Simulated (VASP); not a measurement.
Sc: single point with PBEsol

Crystal: Sc.

```
Sc
1.0
     0.00000    2.02258    2.02258
     2.02258    0.00000    2.02258
     2.02258    2.02258    0.00000
Sc
1
Direct
  0.00000 0.00000 0.00000
```

This cell differs from its parent crystal: volume scaled by 0.7.

- Program: VASP 6.6.1
- Task: single point
- Functional: PBEsol
- Potentials or basis: VASP PAW PBE potentials, release 64 (Sc_sv)
- Cutoff: 520 eV
- k mesh: 14 × 14 × 14
- Occupations: fermi-dirac, width 0.08 eV
- Spin: no spin polarisation

| Item | Value |
| --- | --- |
| Pressure | 33.2 GPa |

Levels at points of the mesh, in eV from the Fermi level:
| k point | band 1 | band 2 | band 3 | band 4 | band 5 | band 6 | band 7 | band 8 | band 9 | band 10 |
| --- | --- | --- | --- | --- | --- | --- | --- | --- | --- | --- |
| (0.00, 0.00, 0.00) | -48.35 | -26.34 | -26.34 | -26.34 | -5.60 | 2.06 | 2.06 | 2.06 | 4.36 | 4.36 |
| (0.50, 0.00, 0.00) | -48.04 | -27.76 | -26.51 | -26.51 | -2.27 | 1.64 | 1.84 | 1.84 | 5.89 | 5.89 |
| (0.50, 0.50, 0.00) | -47.94 | -27.65 | -26.82 | -26.82 | -2.59 | -1.44 | 4.10 | 5.89 | 6.30 | 6.30 |

Wall time 15 s on 1 thread of Intel Xeon 8259CL, on a shared host, peak memory 0.15 GiB.

Caveat: the PAW data sets were made with another functional, which shifts forces and pressure a little.
